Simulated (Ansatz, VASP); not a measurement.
Cu: VASP beside Ansatz

```
CELL_PARAMETERS angstrom
2.52934 0.00000 0.00000
-1.26467 2.19047 0.00000
0.00000 0.00000 8.26394
ATOMIC_POSITIONS crystal
Cu 0.00000 0.00000 0.00000
Cu 0.33333 0.66667 0.25000
Cu 0.00000 0.00000 0.50000
Cu 0.66667 0.33333 0.75000
```

Alike in both runs: task single point; functional r2SCAN; k mesh 24 × 24 × 6; occupations gaussian, width 0.1 eV; no spin polarisation.

|  | VASP | Ansatz |
| --- | --- | --- |
| version | VASP 6.6.1 | Ansatz 0.2.0 |
| potentials or method | VASP PAW PBE potentials, release 64 (Cu), cutoff 520 eV | scalar-relativistic, plane waves, PAW |
| valence electrons in the cell | 44 | 76 |

|  | VASP | Ansatz | Ansatz less VASP |
| --- | --- | --- | --- |
| gap on the k mesh at the Fermi level (eV) | none | none | - |
| pressure (GPa) | 0.6 | 0.0 | -0.68 |
| traceless stress, the component that is largest in VASP (GPa) | 0.34 | 0.24 | -0.095 |

VASP's potentials were made for PBE, not for r2SCAN. A gap of «none» marks a metal or a gap that the smearing closes. With one functional, cell and mesh, what is left measures potentials, basis and numerics. VASP's potentials hold 44 valence electrons a cell and Ansatz's 76, so a difference there can come from the potentials and not from the codes.
